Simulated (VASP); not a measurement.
# NaTi3C2 (Pmm2) in VASP: single point with PBE

Aim: the single point of NaTi3C2 with PBE.

Everything below comes from runs of VASP 6.6.1. Logs are shortened: lines on timing, memory, paths and dates and some standing lists are left out, and cuts for length are marked.

### Step 1. The cell of the first run

The structure is orthorhombic, space group Pmm2 (No. 25). The conventional cell has a = 2.470 Å, b = 4.791 Å, c = 6.574 Å, α = 90.00°, β = 90.00°, γ = 90.00°. Within 3.3 Å of Na (site symmetry mm2) lie 2 Na at 2.47 Å and 8 Ti at 2.69 to 2.70 Å and 4 C at 2.69 Å. Within 3.1 Å of Ti (site symmetry m) lie 5 Ti at 2.36 to 2.47 Å and 1 C at 2.42 Å and 2 Na at 2.69 Å. Ti (site symmetry mm2) has 4 Ti at 2.41 to 2.47 Å and 2 C at 2.41 Å and 4 Na at 2.70 Å within 3.2 Å. C (site symmetry m) has 4 C at 2.36 to 2.47 Å and 2 Ti at 2.41 to 2.42 Å and 2 Na at 2.69 Å within 3.1 Å.

The cell was built from a structure type or drawn by symmetry, and may not be a known phase.

### Step 2. Single point, PBE

Contents of INCAR:

```
ALGO = Normal
EDIFF = 1E-7
ENCUT = 520
GGA = PE
ISIF = 2
ISMEAR = 0
LASPH = T
LCHARG = F
LREAL = F
LWAVE = F
NBANDS = 34
NELM = 80
PREC = Accurate
SIGMA = 0.1
```

Contents of KPOINTS:

```
k-points
0
Gamma
  8 4 4
```

Contents of POSCAR:

```
NaTi3C2
1.0
    2.4701711800      0.0000000000      0.0000000000
    0.0000000000      4.7912103800      0.0000000000
    0.0000000000      0.0000000000      6.5738542700
Na Ti C
1 3 2
Direct
    0.0000000000      0.0000000000      0.0000000000
    0.5000000000      0.7538350100      0.6838880000
    0.5000000000      0.2461649900      0.6838880000
    0.5000000000      0.5000000000      0.0000000000
    0.5000000000      0.7538350100      0.3161120000
    0.5000000000      0.2461649900      0.3161120000
```

Potentials or basis: VASP PAW PBE potentials, release 64 (Na_pv, Ti_sv, C).

Command:

```sh
cat potpaw_PBE.64/Na_pv/POTCAR potpaw_PBE.64/Ti_sv/POTCAR potpaw_PBE.64/C/POTCAR > POTCAR
mpirun -np 1 vasp_std > vasp.out
```

OUTCAR:

```text
EDIFF = 1E-7
   ENCUT = 520
   GGA = PE
   ISIF = 2
   ISMEAR = 0
   LASPH = T
   LREAL = F
   NELM = 80
   PREC = Accurate

 ion  position               nearest neighbor table
   1  0.000  0.000  0.000-   2 2.69   3 2.69   2 2.69   3 2.69   4 2.70   4 2.70   4 2.70   4 2.70

   2  0.500  0.754  0.684-   3 2.36   4 2.41   5 2.42   3 2.43   1 2.69   1 2.69
   3  0.500  0.246  0.684-   2 2.36   4 2.41   6 2.42   2 2.43   1 2.69   1 2.69
   4  0.500  0.500  0.000-   2 2.41   3 2.41   5 2.41   6 2.41   1 2.70   1 2.70   1 2.70   1 2.70

   5  0.500  0.754  0.316-   4 2.41   2 2.42
   6  0.500  0.246  0.316-   4 2.41   3 2.42

  LATTYP: Found a simple orthorhombic cell.
 ALAT       =     2.4701711800
 B/A-ratio  =     1.9396268642
 C/A-ratio  =     2.6612950241

  Lattice vectors:

 A1 = (   2.4701711800,   0.0000000000,   0.0000000000)
 A2 = (   0.0000000000,   4.7912103800,   0.0000000000)
 A3 = (   0.0000000000,   0.0000000000,   6.5738542700)

Analysis of symmetry for initial positions (statically):
=====================================================================
 Subroutine PRICEL returns:
 Original cell was already a primitive cell.

 Routine SETGRP: Setting up the symmetry group for a
 simple orthorhombic supercell.

 Subroutine GETGRP returns: Found  4 space group operations
 (whereof  4 operations were pure point group operations)
 out of a pool of  8 trial point group operations.

The static configuration has the point symmetry C_2v.

Analysis of symmetry for dynamics (positions and initial velocities):
=====================================================================
 Subroutine PRICEL returns:
 Original cell was already a primitive cell.

 Routine SETGRP: Setting up the symmetry group for a
 simple orthorhombic supercell.

 Subroutine GETGRP returns: Found  4 space group operations
 (whereof  4 operations were pure point group operations)
 out of a pool of  8 trial point group operations.

The dynamic configuration has the point symmetry C_2v.

 Subroutine INISYM returns: Found  4 space group operations
 (whereof  4 operations are pure point group operations),
 and found     1 'primitive' translations

----------------------------------------------------------------------------------------

                                     Primitive cell

  volume of cell :      77.8023

  direct lattice vectors                    reciprocal lattice vectors
     2.470171180  0.000000000  0.000000000     0.404830243  0.000000000  0.000000000
     0.000000000  4.791210380  0.000000000     0.000000000  0.208715527  0.000000000
     0.000000000  0.000000000  6.573854270     0.000000000  0.000000000  0.152117762

  length of vectors
     2.470171180  4.791210380  6.573854270     0.404830243  0.208715527  0.152117762

  position of ions in fractional coordinates (direct lattice)
     0.000000000  0.000000000  0.000000000
     0.500000000  0.753835010  0.683888000
     0.500000000  0.246164990  0.683888000
     0.500000000  0.500000000  0.000000000
     0.500000000  0.753835010  0.316112000
     0.500000000  0.246164990  0.316112000

  ion indices of the primitive-cell ions
   primitive index   ion index
                 1           1
                 2           2
                 3           3
                 4           4
                 5           5
                 6           6

----------------------------------------------------------------------------------------

 KPOINTS: k-points

Automatic generation of k-mesh.
 Grid dimensions read from file:
 generate k-points for:    8    4    4

 Generating k-lattice:

  Cartesian coordinates                     Fractional coordinates (reciprocal lattice)
     0.050603780  0.000000000  0.000000000     0.125000000  0.000000000  0.000000000
     0.000000000  0.052178882  0.000000000     0.000000000  0.250000000  0.000000000
     0.000000000  0.000000000  0.038029441     0.000000000  0.000000000  0.250000000

  Length of vectors
     0.050603780  0.052178882  0.038029441

  Shift w.r.t. Gamma in fractional coordinates (k-lattice)
     0.000000000  0.000000000  0.000000000

 Subroutine IBZKPT returns following result:
 ===========================================

 Found     45 irreducible k-points:

 Following reciprocal coordinates:
            Coordinates               Weight
  0.000000  0.000000  0.000000      1.000000
  0.125000  0.000000  0.000000      2.000000
  0.250000  0.000000  0.000000      2.000000
  0.375000  0.000000  0.000000      2.000000
  0.500000  0.000000  0.000000      1.000000
  0.000000  0.250000  0.000000      2.000000
[... 16 lines left out ...]
  0.250000  0.250000  0.250000      8.000000
  0.375000  0.250000  0.250000      8.000000
 [... further k-points ...]
   k-points           NKPTS =     45   k-points in BZ     NKDIM =     45   number of bands    NBANDS=     34
   number of dos      NEDOS =    301   number of ions     NIONS =      6
   total plane-waves  NPLWV =  32400
   dimension x,y,z NGX =    18 NGY =   36 NGZ =   50
   dimension x,y,z NGXF=    36 NGYF=   72 NGZF=  100
   ions per type =               1   3   2
   NGX,Y,Z   is equivalent  to a cutoff of  12.11, 12.49, 12.64 a.u.
   NGXF,Y,Z  is equivalent  to a cutoff of  24.23, 24.98, 25.29 a.u.
 SYSTEM =  unknown system
   PREC   = accura    normal or accurate (medium, high low for compatibility)
   ISTART =      0    job   : 0-new  1-cont  2-samecut
   ICHARG =      2    charge: 1-file 2-atom 10-const
   ISPIN  =      1    spin polarized calculation?
   LNONCOLLINEAR =      F non collinear calculations
   LSORBIT =      F    spin-orbit coupling
   LASPH  =      T    aspherical Exc in radial PAW
   ENCUT  =  520.0 eV  38.22 Ry    6.18 a.u.   4.59  8.91 12.22*2*pi/ulx,y,z
   NELM   =     80;   NELMIN=  2; NELMDL= -5     # of ELM steps
   EDIFF  = 0.1E-06   stopping-criterion for ELM
   LREAL  =      F    real-space projection
   EDIFFG = 0.1E-05   stopping-criterion for IOM
   NSW    =      0    number of steps for IOM
   IBRION =     -1    ionic relax: 0-MD 1-quasi-New 2-CG
   NFREE  =      0    steps in history (QN), initial steepest desc. (CG)
   ISIF   =      2    stress and relaxation
   ISYM   =      2    0-nonsym 1-usesym 2-fastsym
   POTIM  = 0.5000    time-step for ionic-motion
   TEBEG  =    0.0;   TEEND  =   0.0 temperature during run
   PSTRESS=    0.0 pullay stress
   NELECT =      51.0000    total number of electrons
   NUPDOWN=      -1.0000    fix difference up-down
   EMIN   =  10.00;   EMAX   =-10.00  energy-range for DOS
   EFERMI =   0.00;   METHOD = LEGACY
   ISMEAR =     0;   SIGMA  =   0.10  broadening in eV -4-tet -1-fermi 0-gaus
   EFERMI_NEDOS =   21; number of points for ismear=-14 and -15
   IALGO  =     38    algorithm
   IMIX   =      4    mixing-type and parameters
     AMIX     =   0.40;   BMIX     =  1.00
     AMIX_MAG =   1.60;   BMIX_MAG =  1.00
  volume/ion in A,a.u.               =      12.97        87.51
  Fermi-wavevector in a.u.,A,eV,Ry     =   1.422113  2.687404 27.516495  2.022405
  Thomas-Fermi vector in A             =   2.542851
   LORBIT       =      0    0 simple, 1 ext, 2 COOP (PROOUT), +10 PAW based schemes
   GGA     = PE    functional components
   LHFCALC =     F    Hartree Fock is set to
   AEXX    =    0.0000 exact exchange contribution
   IVDW    =     0    specifies the selected vdW correction
   LEPSILON=     F    determine dielectric tensor
   LRPA    =     F    only Hartree local field effects (RPA)
 non-spin polarized calculation
 Gauss-broadening in eV      SIGMA  =   0.10
  energy-cutoff  :      520.00
  volume of cell :       77.80
 maximum number of plane-waves:      2120
   NGX =  9   NGY = 17   NGZ = 25

 number of electron      51.0000013 magnetization

 Free energy of the ion-electron system (eV)
  ---------------------------------------------------
  ext. energy  EPLUGINS =         0.00000000
  ---------------------------------------------------
  free energy    TOTEN  =       -31.10502440 eV

  energy without entropy =      -31.06985360  energy(sigma->0) =      -31.08743900

 E-fermi :   7.0243     XC(G=0): -11.4438

 val. band max:        7.0231027979   @ k =   0.1250   0.2500   0.0000
 cond. band min:       7.0252232799   @ k =   0.1250   0.2500   0.2500
 fundamental gap:      0.0021204820
 Fermi energy:         7.0242971393

 k-point     1 :       0.0000    0.0000    0.0000
  band No.  band energies     occupation
      1     -49.3488      2.00000
      2     -49.1140      2.00000
      3     -48.9104      2.00000
      4     -26.4776      2.00000
      5     -25.8484      2.00000
      6     -25.8138      2.00000
[... 26 lines left out ...]
     33      10.3375      0.00000
     34      11.2429      0.00000

 k-point     2 :       0.1250    0.0000    0.0000
  band No.  band energies     occupation
      1     -49.3130      2.00000
      2     -49.0799      2.00000
      3     -48.8771      2.00000
      4     -26.4417      2.00000
      5     -25.8171      2.00000
      6     -25.7827      2.00000
[... 26 lines left out ...]
     33      10.4546      0.00000
     34      10.5228      0.00000

 k-point     3 :       0.2500    0.0000    0.0000
  band No.  band energies     occupation
      1     -49.2255      2.00000
      2     -48.9965      2.00000
      3     -48.7957      2.00000
      4     -26.3540      2.00000
      5     -25.7414      2.00000
      6     -25.7067      2.00000
[... 26 lines left out ...]
     33       9.8746      0.00000
     34      10.0953      0.00000

 k-point     4 :       0.3750    0.0000    0.0000
  band No.  band energies     occupation
      1     -49.1362      2.00000
      2     -48.9114      2.00000
      3     -48.7128      2.00000
      4     -26.2648      2.00000
      5     -26.0773      2.00000
      6     -25.8722      2.00000
[... 26 lines left out ...]
     33      10.1881      0.00000
     34      10.3465      0.00000

 k-point     5 :       0.5000    0.0000    0.0000
  band No.  band energies     occupation
      1     -49.0986      2.00000
      2     -48.8757      2.00000
      3     -48.6779      2.00000
      4     -26.2845      2.00000
      5     -26.2270      2.00000
      6     -26.0668      2.00000
[... 621 lines left out ...]
 k-point    22 :       0.1250    0.2500    0.2500
  band No.  band energies     occupation
      1     -49.2817      2.00000
      2     -49.0776      2.00000
      3     -48.9139      2.00000
      4     -26.2294      2.00000
      5     -25.7971      2.00000
      6     -25.7578      2.00000
[... 26 lines left out ...]
     33      10.2802      0.00000
     34      10.5243      0.00000

 k-point    23 :       0.2500    0.2500    0.2500
  band No.  band energies     occupation
      1     -49.1949      2.00000
      2     -48.9939      2.00000
      3     -48.8320      2.00000
      4     -26.1464      2.00000
      5     -25.7235      2.00000
      6     -25.6842      2.00000
[... 26 lines left out ...]
     33       9.5627      0.00000
     34       9.9300      0.00000

 k-point    24 :       0.3750    0.2500    0.2500
  band No.  band energies     occupation
      1     -49.1063      2.00000
      2     -48.9084      2.00000
      3     -48.7485      2.00000
      4     -26.0663      2.00000
      5     -26.0447      2.00000
      6     -25.8723      2.00000
[... 26 lines left out ...]
     33       9.4783      0.00000
     34      10.6455      0.00000

 [... further k-points ...]

------------------------ aborting loop because EDIFF is reached ----------------------------------------

  FORCE on cell =-STRESS in cart. coord.  units (eV):
  Direction    XX          YY          ZZ          XY          YZ          ZX
  --------------------------------------------------------------------------------------
  -------------------------------------------------------------------------------------
  Total       10.2971433     12.8800745     -2.6064976      0.0000000      0.0000000      0.0000000
  in kB      212.0483883    265.2385177    -53.6754313      0.0000000      0.0000000      0.0000000
  external PRESSURE =     141.2038249 kB  Pullay stress =       0.0000000 kB

 VOLUME and BASIS-vectors are now :
 -----------------------------------------------------------------------------
  energy-cutoff  :      520.00
  volume of cell :       77.80
      direct lattice vectors                 reciprocal lattice vectors
     2.470171180  0.000000000  0.000000000     0.404830243  0.000000000  0.000000000
     0.000000000  4.791210380  0.000000000     0.000000000  0.208715527  0.000000000
     0.000000000  0.000000000  6.573854270     0.000000000  0.000000000  0.152117762

 POSITION                                       TOTAL-FORCE (eV/Angst)
 -----------------------------------------------------------------------------------
      0.00000      0.00000      0.00000         0.000000      0.000000      3.667942
      1.23509      3.61178      4.49578         0.000000     -0.656235     -4.740569
      1.23509      1.17943      4.49578         0.000000      0.656235     -4.740569
      1.23509      2.39561      0.00000         0.000000      0.000000      5.023480
      1.23509      3.61178      2.07807         0.000000     -0.641949      0.394858
      1.23509      1.17943      2.07807        -0.000000      0.641949      0.394858
 -----------------------------------------------------------------------------------
    total drift:                                0.000000      0.000000      0.000144

  FREE ENERGIE OF THE ION-ELECTRON SYSTEM (eV)
  ---------------------------------------------------
  free  energy   TOTEN  =       -31.1050244043 eV

  energy  without entropy=      -31.0698535988  energy(sigma->0) =      -31.08743900
```

Run time: 2.6 min. Hardware: 1 thread of Intel Xeon Platinum 8259CL at 2.50GHz (Skylake/Cascade Lake), shared host; peak memory 0.24 GiB.

Results:

| Quantity | Value |
| --- | --- |
| Free energy | -31.1050 eV |
| Pressure | 14.1 GPa |
| Largest force | 5.023 eV/Å |
| Band gap on the k mesh | zero (an odd number of electrons rules out a gap without spin polarisation) |

Forces on the atoms (eV/Å):
```
Na   0.000  0.000  3.668
Ti   0.000 -0.656 -4.741
Ti   0.000  0.656 -4.741
Ti   0.000  0.000  5.023
C    0.000 -0.642  0.395
C    0.000  0.642  0.395
```

Levels at points of the mesh, in eV from the Fermi level:
```
           k point  band 22  band 23  band 24  band 25  band 26  band 27  band 28  band 29  band 30  band 31
(0.00, 0.00, 0.00)    -1.97    -1.62    -1.16    -0.74    -0.51     0.78     2.25     2.28     2.91     3.20
(0.50, 0.00, 0.00)    -1.65    -1.17    -1.14    -1.04    -0.41    -0.40     0.39     0.60     1.84     2.76
(0.00, 0.50, 0.00)    -1.02    -1.02    -0.53    -0.45    -0.12     0.44     0.52     1.34     1.63     2.83
(0.50, 0.50, 0.00)    -1.24    -1.23    -0.42    -0.22     0.51     0.91     1.05     1.23     1.54     1.58
(0.00, 0.00, 0.50)    -1.36    -1.31    -1.16    -0.64    -0.39    -0.12     1.49     2.27     3.11     3.17
(0.50, 0.00, 0.50)    -2.04    -1.83    -0.87    -0.34     0.15     0.43     1.16     1.23     1.56     1.79
(0.00, 0.50, 0.50)    -1.15    -1.05    -0.80     0.05     0.06     0.29     0.34     1.06     2.14     2.93
(0.50, 0.50, 0.50)    -1.03    -0.82    -0.65    -0.44     0.32     0.40     0.56     1.22     1.77     1.97
```

Caveat: the cell stands under pressure; forces of over 1 eV/Å act on the atoms, so gaps and moduli don't describe the material at rest.
